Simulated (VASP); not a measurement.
# Ti7SnO16 (P1) in VASP: single point with r2SCAN

Aim: the single point of Ti7SnO16 with r2SCAN.

Program: VASP 6.6.1. These are calculated values, not measurements. Logs are shortened: lines on timing, memory, paths and dates and some standing lists are left out, and cuts for length are marked.

### Step 1. The cell of the first run

The typed cell holds 72 atoms: a = 9.250 Å, b = 9.245 Å, c = 8.925 Å, α = 90.00°, β = 90.00°, γ = 90.00°.

### Step 2. Single point, r2SCAN

The input, POSCAR:

```
Ti7SnO16
1.0
    9.2499280000      0.0000000000      0.0000000000
    0.0000000000      9.2449460000      0.0000000000
    0.0000000000      0.0000000000      8.9248490000
Ti Sn O
21 3 48
Direct
    0.9926370000      0.9917090000      0.9979840000
    0.0040450000      0.9971080000      0.3263000000
    0.9935950000      0.0015510000      0.6690190000
    0.0030300000      0.5021200000      0.9954760000
    0.9892880000      0.5026800000      0.3352010000
    0.0005050000      0.5020020000      0.6677190000
    0.5083820000      0.0070970000      0.0074020000
    0.4900730000      0.9929340000      0.3243310000
    0.5058230000      0.4955780000      0.3406950000
    0.4896240000      0.5000750000      0.6604340000
    0.2392560000      0.2592280000      0.1631090000
    0.2458210000      0.2396620000      0.8407550000
    0.2524460000      0.7431940000      0.1696560000
    0.2352830000      0.7503950000      0.5031730000
    0.2529490000      0.7566690000      0.8402110000
    0.7523210000      0.2483910000      0.1635080000
    0.7522920000      0.2395280000      0.4927560000
    0.7544800000      0.2626240000      0.8273090000
    0.7549880000      0.7479680000      0.1664410000
    0.7471390000      0.7531710000      0.4955830000
    0.7466240000      0.7471480000      0.8257750000
    0.5025780000      0.9977490000      0.6677870000
    0.5012540000      0.5004060000      0.0002860000
    0.2486830000      0.2514510000      0.4991780000
    0.1498710000      0.1528200000      0.0019400000
    0.1481270000      0.1491040000      0.3239570000
    0.1501270000      0.1474940000      0.6747300000
    0.1538030000      0.6504270000      0.0007640000
    0.1493830000      0.6537160000      0.3334340000
    0.1486240000      0.6530790000      0.6652300000
    0.6527470000      0.1547260000      0.0004220000
    0.6568070000      0.1513100000      0.3339300000
    0.6599900000      0.1545480000      0.6659920000
    0.6591180000      0.6550960000      0.0008250000
    0.6554340000      0.6510920000      0.3312570000
    0.6528960000      0.6549850000      0.6668020000
    0.3420320000      0.3454060000      0.0003020000
    0.3503300000      0.3510970000      0.3222210000
    0.3505540000      0.3490260000      0.6765090000
    0.3460360000      0.8459000000      0.0003590000
    0.3449260000      0.8474900000      0.3338920000
    0.3419210000      0.8440380000      0.6657150000
    0.8489340000      0.3477170000      0.0008510000
    0.8491540000      0.3474480000      0.3332570000
    0.8504180000      0.3484010000      0.6659630000
    0.8496070000      0.8467410000      0.0018450000
    0.8491890000      0.8457610000      0.3329840000
    0.8462420000      0.8480380000      0.6656040000
    0.0956780000      0.4035810000      0.1671640000
    0.0935990000      0.4081390000      0.4995600000
    0.0956790000      0.4031270000      0.8333810000
    0.0964240000      0.9017820000      0.1658670000
    0.0964210000      0.9026500000      0.4998250000
    0.0949110000      0.9008170000      0.8338070000
    0.6029070000      0.3985740000      0.1749600000
    0.5969150000      0.4024060000      0.5011000000
    0.6038270000      0.4013120000      0.8248730000
    0.5985650000      0.9017410000      0.1667010000
    0.6011820000      0.8972670000      0.4903750000
    0.6025570000      0.8985510000      0.8443440000
    0.4037330000      0.0955700000      0.1663180000
    0.4054820000      0.0973540000      0.4909920000
    0.3993130000      0.0986270000      0.8434880000
    0.4009530000      0.6029400000      0.1753300000
    0.4014070000      0.5949500000      0.4987290000
    0.3999120000      0.6025150000      0.8251460000
    0.9010740000      0.0948950000      0.1666060000
    0.9052580000      0.0981930000      0.5002420000
    0.9024670000      0.0956460000      0.8342210000
    0.9031260000      0.5981020000      0.1658610000
    0.9008010000      0.5968360000      0.5001900000
    0.9037050000      0.5983100000      0.8351060000
```

The input, INCAR.step1:

```
SYSTEM = Ti7SnO16
  ALGO = Normal
  EDIFF = 1E-5
  ENCUT = 660
  GGA = PE
  GGA_COMPAT = .False.
  ISMEAR = -1
  ISYM = 0
  LASPH = .True.
  LCHARG = .False.
  LREAL = Auto
  LWAVE = .True.
  NBANDS = 333
  NCORE = 4
  NELM = 120
  PREC = Accurate
  SIGMA = 0.05
```

The input, INCAR.step2:

```
SYSTEM = Ti7SnO16
  ALGO = Normal
  EDIFF = 1E-6
  ENCUT = 660
  GGA_COMPAT = .False.
  ISIF = 2
  ISMEAR = -1
  ISTART = 1
  ISYM = 0
  LASPH = .True.
  LCHARG = .False.
  LMIXTAU = .True.
  LREAL = Auto
  LWAVE = .False.
  METAGGA = R2SCAN
  NBANDS = 333
  NCORE = 4
  NELM = 120
  PREC = Accurate
  SIGMA = 0.05
```

The input, KPOINTS:

```
Automatic mesh
0
Gamma
  1 1 1
  0.25 0.25 0.25
```

Potentials or basis: VASP PAW PBE potentials, release 64 (Ti_sv, Sn_d, O).

Run with:

```console
$ cat potpaw_PBE.64/Ti_sv/POTCAR potpaw_PBE.64/Sn_d/POTCAR potpaw_PBE.64/O/POTCAR > POTCAR
$ cp INCAR.step1 INCAR
$ mpirun -np 4 vasp_std > vasp.out
$ cp INCAR.step2 INCAR
$ mpirun -np 4 vasp_std > vasp.out
```

OUTCAR:

```text
SYSTEM = Ti7SnO16
   EDIFF = 1E-6
   ENCUT = 660
   ISIF = 2
   ISMEAR = -1
   ISTART = 1
   ISYM = 0
   LASPH = .True.
   LREAL = Auto
   METAGGA = R2SCAN
   NELM = 120
   PREC = Accurate

 ion  position               nearest neighbor table
   1  0.993  0.992  0.998-  46 1.88  54 1.94  69 1.94  52 1.96  67 1.97  25 2.08
   2  0.004  0.997  0.326-  52 1.89  26 1.94  67 1.94  53 1.97  47 2.00  68 2.03
   3  0.994  0.002  0.669-  69 1.91  68 1.93  48 1.97  54 1.98  27 1.98  53 2.01
   4  0.003  0.502  0.995-  51 1.91  72 1.92  28 1.96  49 1.98  70 1.99  43 2.02
   5  0.989  0.503  0.335-  71 1.90  70 1.92  44 1.93  50 1.96  49 2.01  29 2.04
   6  0.001  0.502  0.668-  50 1.94  51 1.95  72 1.96  30 1.96  71 1.96  45 1.99
   7  0.508  0.007  0.007-  61 1.90  31 1.91  58 1.91  63 1.97  60 1.97  40 2.12   8 2.84  22 3.03

   8  0.490  0.993  0.324-  61 1.88  41 1.90  58 1.92  62 1.94  59 2.01  32 2.13   7 2.84  22 3.07

   9  0.506  0.496  0.341-  56 1.87  65 1.94  55 1.95  38 1.97  35 2.00  64 2.03  10 2.86  23 3.04
[... 68 lines left out ...]
  71  0.901  0.597  0.500-   5 1.90   6 1.96  20 2.03
  72  0.904  0.598  0.835-   4 1.92   6 1.96  21 2.00

IMPORTANT INFORMATION: All symmetrisations will be switched off!
NOSYMM: (Re-)initialisation of all symmetry stuff for point group C_1.

----------------------------------------------------------------------------------------

                                     Primitive cell

  volume of cell :     763.2092

  direct lattice vectors                    reciprocal lattice vectors
     9.249928000  0.000000000  0.000000000     0.108108950  0.000000000  0.000000000
     0.000000000  9.244946000  0.000000000     0.000000000  0.108167208  0.000000000
     0.000000000  0.000000000  8.924849000     0.000000000  0.000000000  0.112046714

  length of vectors
     9.249928000  9.244946000  8.924849000     0.108108950  0.108167208  0.112046714

  position of ions in fractional coordinates (direct lattice)
     0.992637000  0.991709000  0.997984000
     0.004045000  0.997108000  0.326300000
     0.993595000  0.001551000  0.669019000
     0.003030000  0.502120000  0.995476000
     0.989288000  0.502680000  0.335201000
     0.000505000  0.502002000  0.667719000
[... 64 lines left out ...]
     0.900801000  0.596836000  0.500190000
     0.903705000  0.598310000  0.835106000

  ion indices of the primitive-cell ions
   primitive index   ion index
                 1           1
                 2           2
                 3           3
                 4           4
                 5           5
                 6           6
[... 64 lines left out ...]
                71          71
                72          72

----------------------------------------------------------------------------------------

 KPOINTS: Automatic mesh

Automatic generation of k-mesh.
 Grid dimensions read from file:
 generate k-points for:    1    1    1

 Generating k-lattice:

  Cartesian coordinates                     Fractional coordinates (reciprocal lattice)
     0.108108950  0.000000000  0.000000000     1.000000000  0.000000000  0.000000000
     0.000000000  0.108167208  0.000000000     0.000000000  1.000000000  0.000000000
     0.000000000  0.000000000  0.112046714     0.000000000  0.000000000  1.000000000

  Length of vectors
     0.108108950  0.108167208  0.112046714

  Shift w.r.t. Gamma in fractional coordinates (k-lattice)
     0.250000000  0.250000000  0.250000000

 Subroutine IBZKPT returns following result:
 ===========================================

 Found      4 irreducible k-points:

 Following reciprocal coordinates:
            Coordinates               Weight
  0.250000  0.250000  0.250000      2.000000
 -0.250000 -0.250000  0.250000      2.000000
 -0.250000  0.250000 -0.250000      2.000000
  0.250000 -0.250000 -0.250000      2.000000
   k-points           NKPTS =      4   k-points in BZ     NKDIM =      4   number of bands    NBANDS=    333
   number of dos      NEDOS =    301   number of ions     NIONS =     72
   total plane-waves  NPLWV = 512000
   dimension x,y,z NGX =    80 NGY =   80 NGZ =   80
   dimension x,y,z NGXF=   160 NGYF=  160 NGZF=  160
   ions per type =              21   3  48
   NGX,Y,Z   is equivalent  to a cutoff of  14.38, 14.39, 14.90 a.u.
   NGXF,Y,Z  is equivalent  to a cutoff of  28.76, 28.77, 29.80 a.u.
 SYSTEM =  Ti7SnO16
   PREC   = accura    normal or accurate (medium, high low for compatibility)
   ISTART =      1    job   : 0-new  1-cont  2-samecut
   ICHARG =      0    charge: 1-file 2-atom 10-const
   ISPIN  =      1    spin polarized calculation?
   LNONCOLLINEAR =      F non collinear calculations
   LSORBIT =      F    spin-orbit coupling
   LASPH  =      T    aspherical Exc in radial PAW
   ENCUT  =  660.0 eV  48.51 Ry    6.96 a.u.  19.38 19.37 18.70*2*pi/ulx,y,z
   NELM   =    120;   NELMIN=  2; NELMDL=  0     # of ELM steps
   EDIFF  = 0.1E-05   stopping-criterion for ELM
   LREAL  =      T    real-space projection
   EDIFFG = 0.1E-04   stopping-criterion for IOM
   NSW    =      0    number of steps for IOM
   IBRION =     -1    ionic relax: 0-MD 1-quasi-New 2-CG
   NFREE  =      0    steps in history (QN), initial steepest desc. (CG)
   ISIF   =      2    stress and relaxation
   ISYM   =      0    0-nonsym 1-usesym 2-fastsym
   POTIM  = 0.5000    time-step for ionic-motion
   TEBEG  =    0.0;   TEEND  =   0.0 temperature during run
   PSTRESS=    0.0 pullay stress
   NELECT =     582.0000    total number of electrons
   NUPDOWN=      -1.0000    fix difference up-down
   EMIN   =  10.00;   EMAX   =-10.00  energy-range for DOS
   EFERMI =   0.00;   METHOD = LEGACY
   ISMEAR =    -1;   SIGMA  =   0.05  broadening in eV -4-tet -1-fermi 0-gaus
   EFERMI_NEDOS =   21; number of points for ismear=-14 and -15
   IALGO  =     38    algorithm
   IMIX   =      4    mixing-type and parameters
     AMIX     =   0.40;   BMIX     =  1.00
     AMIX_MAG =   1.60;   BMIX_MAG =  1.00
  volume/ion in A,a.u.               =      10.60        71.53
  Fermi-wavevector in a.u.,A,eV,Ry     =   1.495666  2.826399 30.436461  2.237017
  Thomas-Fermi vector in A             =   2.607782
   LORBIT       =      0    0 simple, 1 ext, 2 COOP (PROOUT), +10 PAW based schemes
   METAGGA = R2SCAN    functional components
   LHFCALC =     F    Hartree Fock is set to
   AEXX    =    0.0000 exact exchange contribution
   IVDW    =     0    specifies the selected vdW correction
   LEPSILON=     F    determine dielectric tensor
   LRPA    =     F    only Hartree local field effects (RPA)
 non-spin polarized calculation
  energy-cutoff  :      660.00
  volume of cell :      763.21
 maximum number of plane-waves:     29384
 NGX is ok and might be reduce to    80
   NGX = 39   NGY = 39   NGZ = 37

 number of electron     582.0000009 magnetization

 Free energy of the ion-electron system (eV)
  ---------------------------------------------------
  ext. energy  EPLUGINS =         0.00000000
  ---------------------------------------------------
  free energy    TOTEN  =      -859.02846822 eV

  energy without entropy =     -859.02846822  energy(sigma->0) =     -859.02846822

 E-fermi :   5.8032     XC(G=0): -12.1301

 val. band max:        4.5340608445   @ k =  -0.2500  -0.2500   0.2500
 cond. band min:       7.1869424468   @ k =  -0.2500  -0.2500   0.2500
 fundamental gap:      2.6528816024
 Fermi energy:         5.8032138071

 k-point     1 :       0.2500    0.2500    0.2500
  band No.  band energies     occupation
      1     -54.4175      2.00000
      2     -54.3896      2.00000
      3     -54.3850      2.00000
      4     -54.3846      2.00000
      5     -54.3694      2.00000
      6     -54.3613      2.00000
[... 295 lines left out ...]
    302       7.5944      0.00000
    303       7.6273      0.00000

 k-point     2 :      -0.2500   -0.2500    0.2500
  band No.  band energies     occupation
      1     -54.4175      2.00000
      2     -54.3896      2.00000
      3     -54.3850      2.00000
      4     -54.3845      2.00000
      5     -54.3694      2.00000
      6     -54.3613      2.00000
[... 295 lines left out ...]
    302       7.5777      0.00000
    303       7.6224      0.00000

 k-point     3 :      -0.2500    0.2500   -0.2500
  band No.  band energies     occupation
      1     -54.4175      2.00000
      2     -54.3896      2.00000
      3     -54.3850      2.00000
      4     -54.3845      2.00000
      5     -54.3694      2.00000
      6     -54.3613      2.00000
[... 295 lines left out ...]
    302       7.5739      0.00000
    303       7.6057      0.00000

 k-point     4 :       0.2500   -0.2500   -0.2500
  band No.  band energies     occupation
      1     -54.4175      2.00000
      2     -54.3896      2.00000
      3     -54.3850      2.00000
      4     -54.3846      2.00000
      5     -54.3694      2.00000
      6     -54.3613      2.00000
[... 295 lines left out ...]
    302       7.5705      0.00000
    303       7.6097      0.00000
 [bands above 303 left out]

------------------------ aborting loop because EDIFF is reached ----------------------------------------

  FORCE on cell =-STRESS in cart. coord.  units (eV):
  Direction    XX          YY          ZZ          XY          YZ          ZX
  --------------------------------------------------------------------------------------
  -------------------------------------------------------------------------------------
  Total        8.1727027      8.1682159     17.1852757     -0.0070329      0.1028470     -0.0585423
  in kB       17.1566572     17.1472382     36.0764237     -0.0147640      0.2159031     -0.1228957
  external PRESSURE =      23.4601064 kB  Pullay stress =       0.0000000 kB

 VOLUME and BASIS-vectors are now :
 -----------------------------------------------------------------------------
  energy-cutoff  :      660.00
  volume of cell :      763.21
      direct lattice vectors                 reciprocal lattice vectors
     9.249928000  0.000000000  0.000000000     0.108108950  0.000000000  0.000000000
     0.000000000  9.244946000  0.000000000     0.000000000  0.108167208  0.000000000
     0.000000000  0.000000000  8.924849000     0.000000000  0.000000000  0.112046714

 POSITION                                       TOTAL-FORCE (eV/Angst)
 -----------------------------------------------------------------------------------
      9.18182      9.16830      8.90686         0.082349      0.085723      0.064531
      0.03742      9.21821      2.91218        -0.056078      0.022667      0.113574
      9.19068      0.01434      5.97089         0.079241     -0.027823     -0.050105
      0.02803      4.64207      8.88447        -0.036454      0.002738      0.094403
      9.15084      4.64725      2.99162         0.104374     -0.009911     -0.014186
      0.00467      4.64098      5.95929        -0.022540     -0.019373     -0.019418
[... 64 lines left out ...]
      8.33234      5.51772      4.46412        -0.082485      0.089017      0.002264
      8.35921      5.53134      7.45319        -0.057491      0.034893     -0.054287
 -----------------------------------------------------------------------------------
    total drift:                               -0.002371      0.050140     -0.011078

  FREE ENERGIE OF THE ION-ELECTRON SYSTEM (eV)
  ---------------------------------------------------
  free  energy   TOTEN  =      -859.0284682172 eV

  energy  without entropy=     -859.0284682172  energy(sigma->0) =     -859.02846822
```

It took 26 min on 4 MPI ranks of AMD EPYC 9R45 (Zen 5), shared host; peak memory 0.53 GiB.

What came out:

```yaml
Free_energy: -859.0285 eV
Pressure: 2.3 GPa
Largest_force: 0.246 eV/Å
Band_gap_on_the_k_mesh: 2.65 eV
```

Forces in eV/Å, atoms in the order of the input:
```
Ti   0.082  0.086  0.065
Ti  -0.056  0.023  0.114
Ti   0.079 -0.028 -0.050
Ti  -0.036  0.003  0.094
Ti   0.104 -0.010 -0.014
Ti  -0.023 -0.019 -0.019
Ti  -0.053 -0.083 -0.115
Ti   0.115  0.038  0.197
Ti  -0.070  0.045 -0.148
Ti   0.122 -0.008  0.133
Ti   0.091 -0.129  0.112
Ti   0.002  0.094 -0.099
Ti  -0.034  0.097  0.005
Ti   0.140 -0.040 -0.034
Ti  -0.076 -0.062 -0.173
Ti   0.003 -0.016  0.089
Ti   0.001  0.134  0.130
Ti   0.009 -0.127  0.045
Ti  -0.043  0.033 -0.014
Ti   0.045 -0.055  0.029
Ti   0.095  0.025  0.225
Sn  -0.003  0.004 -0.029
Sn  -0.011 -0.010  0.000
Sn  -0.006 -0.002 -0.013
O   -0.108 -0.093  0.011
O    0.060  0.068  0.127
O    0.034  0.026 -0.123
O   -0.022 -0.042  0.005
O   -0.083 -0.071  0.014
O   -0.022 -0.038  0.081
O   -0.011 -0.001 -0.046
O   -0.108 -0.110 -0.069
O   -0.162 -0.162  0.009
O   -0.158 -0.168 -0.025
O   -0.044 -0.043  0.004
O   -0.106 -0.091 -0.065
O    0.163  0.162 -0.013
O   -0.037 -0.018  0.132
O   -0.076 -0.087 -0.107
O    0.105  0.095  0.070
O   -0.004  0.003  0.027
O    0.158  0.172  0.008
O    0.051  0.069 -0.021
O    0.022  0.010 -0.012
O    0.071  0.047 -0.074
O   -0.014 -0.017 -0.059
O    0.071  0.058 -0.016
O    0.026  0.040 -0.008
O   -0.037  0.029  0.000
O    0.147 -0.156 -0.023
O    0.074 -0.065 -0.012
O    0.059 -0.089 -0.046
O   -0.019  0.028  0.005
O    0.031 -0.030 -0.013
O   -0.049  0.072 -0.178
O    0.073 -0.096  0.028
O   -0.120  0.114  0.144
O    0.054 -0.047 -0.015
O   -0.100  0.086  0.126
O   -0.099  0.087 -0.198
O   -0.113  0.110 -0.023
O   -0.078  0.063  0.175
O    0.096 -0.076 -0.178
O    0.118 -0.122 -0.151
O   -0.095  0.081 -0.024
O    0.055 -0.047  0.186
O   -0.030  0.027 -0.040
O   -0.005 -0.003 -0.053
O   -0.081  0.082 -0.005
O   -0.022  0.023 -0.033
O   -0.082  0.089  0.002
O   -0.057  0.035 -0.054
```

Caveat: the PAW data sets were made with another functional, which shifts forces and pressure a little; spin-orbit coupling is left out, which moves the levels of the heavy elements; a shifted mesh leaves out Γ, where band edges can lie. A k mesh can miss the band edges.
